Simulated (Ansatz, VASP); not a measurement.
## Al9H: VASP beside Ansatz

INCAR

```
  ALGO = Normal
  DIPOL = 0.5 0.5 0.300
  EDIFF = 1E-6
  ENCUT = 520
  GGA = PE
  IDIPOL = 3
  ISIF = 2
  ISMEAR = 0
  LASPH = True
  LCHARG = False
  LDIPOL = True
  LREAL = Auto
  LWAVE = False
  NBANDS = 44
  NELM = 60
  PREC = Accurate
  SIGMA = 0.1
```

File KPOINTS:

```
k-points
0
Gamma
  5 3 1
```

POSCAR

```
Al9H
1.0
    5.7086446660      0.0000000000      0.0000000000
   -1.4271611665      9.7033329366      0.0000000000
    0.0000000000      0.0000000000     22.7902708839
Al H
18 2
Direct
    0.2662242802      0.0648971207      0.1755134908
    0.7662242802      0.0648971207      0.1755134908
    0.3354843969      0.3419375876      0.2192156219
    0.8354843969      0.3419375876      0.2192156219
    0.1493364202      0.5973456810      0.2279560482
    0.6493364202      0.5973456810      0.2279560482
    0.4631884436      0.8527537744      0.2366964744
    0.9631884436      0.8527537744      0.2366964744
    0.0319869115      0.1277383811      0.2808269846
    0.5319869115      0.1277383811      0.2808269846
    0.0997952748      0.4042696946      0.3301089530
    0.5997952748      0.4042696946      0.3301089530
    0.4144272444      0.6597110304      0.3369829646
    0.9144272444      0.6597110304      0.3369829646
    0.2263180843      0.9111292163      0.3449343063
    0.7263180843      0.9111292163      0.3449343063
    0.2962616061      0.1814597108      0.3857027821
    0.7962616061      0.1814597108      0.3857027821
    0.6062804321      0.3304204432      0.4616123669
    0.6062804321      0.5189453154      0.4616123669
```

Input for Ansatz:

```yaml
crystal:
  lattice:
    - [5.708644666, 0.0, 0.0]
    - [-1.4271611665, 9.7033329366, 0.0]
    - [0.0, 0.0, 22.7902708839]
  atoms:
    - { symbol: Al, position: [0.2662242802, 0.0648971207, 0.1755134908] }
    - { symbol: Al, position: [0.7662242802, 0.0648971207, 0.1755134908] }
    - { symbol: Al, position: [0.3354843969, 0.3419375876, 0.2192156219] }
    - { symbol: Al, position: [0.8354843969, 0.3419375876, 0.2192156219] }
    - { symbol: Al, position: [0.1493364202, 0.597345681, 0.2279560482] }
    - { symbol: Al, position: [0.6493364202, 0.597345681, 0.2279560482] }
    - { symbol: Al, position: [0.4631884436, 0.8527537744, 0.2366964744] }
    - { symbol: Al, position: [0.9631884436, 0.8527537744, 0.2366964744] }
    - { symbol: Al, position: [0.0319869115, 0.1277383811, 0.2808269846] }
    - { symbol: Al, position: [0.5319869115, 0.1277383811, 0.2808269846] }
    - { symbol: Al, position: [0.0997952748, 0.4042696946, 0.330108953] }
    - { symbol: Al, position: [0.5997952748, 0.4042696946, 0.330108953] }
    - { symbol: Al, position: [0.4144272444, 0.6597110304, 0.3369829646] }
    - { symbol: Al, position: [0.9144272444, 0.6597110304, 0.3369829646] }
    - { symbol: Al, position: [0.2263180843, 0.9111292163, 0.3449343063] }
    - { symbol: Al, position: [0.7263180843, 0.9111292163, 0.3449343063] }
    - { symbol: Al, position: [0.2962616061, 0.1814597108, 0.3857027821] }
    - { symbol: Al, position: [0.7962616061, 0.1814597108, 0.3857027821] }
    - { symbol: H, position: [0.6062804321, 0.3304204432, 0.4616123669] }
    - { symbol: H, position: [0.6062804321, 0.5189453154, 0.4616123669] }
basis:
  ecutwfc: 420
kpoints:
  mp_grid: { grid: [5, 3, 1] }
hamiltonian:
  xc: pbe
scf:
  occupations: { method: gaussian, width: 0.1 }
output:
  forces: true
  eigenvalues: true
efield:
  axis: 3
  dipole_correction: true
  ramp_width: 0.04
```

Alike in both runs: task single point; functional PBE; k mesh 5 × 3 × 1; occupations gaussian, width 0.1 eV; no spin polarisation.

```csv
,VASP,Ansatz
version,VASP 6.6.1,Ansatz 0.2.0
potentials or method,"VASP PAW PBE potentials, release 64 (Al, H), cutoff 520 eV","scalar-relativistic, plane waves, PAW"
valence electrons in the cell,56,56
```

```csv
,VASP,Ansatz,Ansatz less VASP
gap on the k mesh at the Fermi level (eV),none,none,-
rms of the force components (eV/Å),0.297,0.297,+0.0001
```

Atom by atom the forces differ by 0.001 eV/Å (rms over components). A gap of «none» marks a metal or a gap that the smearing closes. The functional is the same, so the differences come from potentials, cutoffs and numerics.
